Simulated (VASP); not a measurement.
Input of a VASP 6.6.1 run:

INCAR

```
SYSTEM = Si2BiTe2
PREC     = Accurate       ! precision mode
ENCUT    = 520            ! plane-wave cutoff, eV
EDIFF    = 1E-7           ! SCF threshold, eV
ISMEAR   = 0              ! smearing method
SIGMA    = 0.1            ! smearing width, eV
LREAL    = .FALSE.        ! projectors in reciprocal space
LASPH    = .TRUE.         ! aspherical terms in the spheres
NELM     = 100            ! most SCF steps
ALGO     = Normal         ! electronic algorithm
ISIF     = 2              ! what is computed and relaxed
LWAVE    = .FALSE.        ! write WAVECAR
LCHARG   = .FALSE.        ! write CHGCAR
GGA      = PE             ! functional
NBANDS   = 26             ! bands
```

The input KPOINTS:

```
Automatic mesh
0
G
  6 6 2
  0 0 0
```

Contents of POSCAR:

```
Si2BiTe2
1.0
    4.1272389715      0.0000000025      0.0000000000
   -2.0636194879      3.5742937955      0.0000000000
    0.0000000000      0.0000000000     10.0127627973
Si Bi Te
2 1 2
Direct
    0.6666666667      0.3333333333      0.5302855410
    0.3333333333      0.6666666667      0.4697144590
    0.0000000000      0.0000000000      0.0000000000
    0.6666666667      0.3333333333      0.7918241497
    0.3333333333      0.6666666667      0.2081758503
```

Potentials or basis: VASP PAW PBE potentials, release 64 (Si, Bi_d, Te).

Command:

```bash
$ cat potpaw_PBE.64/Si/POTCAR potpaw_PBE.64/Bi_d/POTCAR potpaw_PBE.64/Te/POTCAR > POTCAR
$ mpirun -np 1 vasp_std > vasp.out
```

Task: Predict the pressure.

Result: 0.0 GPa.

Task: What does it give for the largest force?

Result: 0.015 eV/Å.

Forces on the atoms (eV/Å):
```
Si   0.000  0.000 -0.015
Si   0.000  0.000  0.015
Bi   0.000  0.000  0.000
Te   0.000  0.000  0.013
Te   0.000  0.000 -0.013
```
